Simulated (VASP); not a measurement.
Here is a VASP 6.6.1 calculation.

The input INCAR:

```
  ALGO = Normal
  DIPOL = 0.5 0.5 0.500
  EDIFF = 1E-6
  ENCUT = 520
  GGA = PE
  IDIPOL = 3
  ISIF = 2
  ISMEAR = -1
  LASPH = True
  LCHARG = True
  LDIPOL = True
  LELF = True
  LREAL = False
  LVACPOTAV = True
  LVHAR = True
  LWAVE = False
  NBANDS = 38
  NELM = 80
  PREC = Accurate
  SIGMA = 0.08
```

Contents of KPOINTS:

```
k-points
0
Gamma
  16 16 1
```

POSCAR

```
Zn
1.0
    2.6356265398      0.0000000000      0.0000000000
   -1.3178132699      2.2825195384      0.0000000000
    0.0000000000      0.0000000000     20.7037000000
Zn
5
Direct
    0.0000000000      0.0000000000      0.2656530456
    0.3333333333      0.6666666667      0.3843969497
    0.0000000000      0.0000000000      0.4999999983
    0.3333333333      0.6666666667      0.6156030456
    0.0000000000      0.0000000000      0.7343469544
```

Potentials or basis: VASP PAW PBE potentials, release 64 (Zn).

Command:

```console
$ cat potpaw_PBE.64/Zn/POTCAR > POTCAR
$ mpirun -np 1 vasp_std > vasp.out
```

Problem. What does it give for the largest force?

Solution. 0.013 eV/Å.

Problem. What does it give for the band gap on the k mesh?

Solution. Zero (bands 30 and 31 overlap by 3.71 eV).

Forces on the atoms (eV/Å):
```
Zn   0.000  0.000 -0.013
Zn   0.000  0.000 -0.001
Zn   0.000  0.000  0.000
Zn   0.000  0.000  0.001
Zn   0.000  0.000  0.013
```
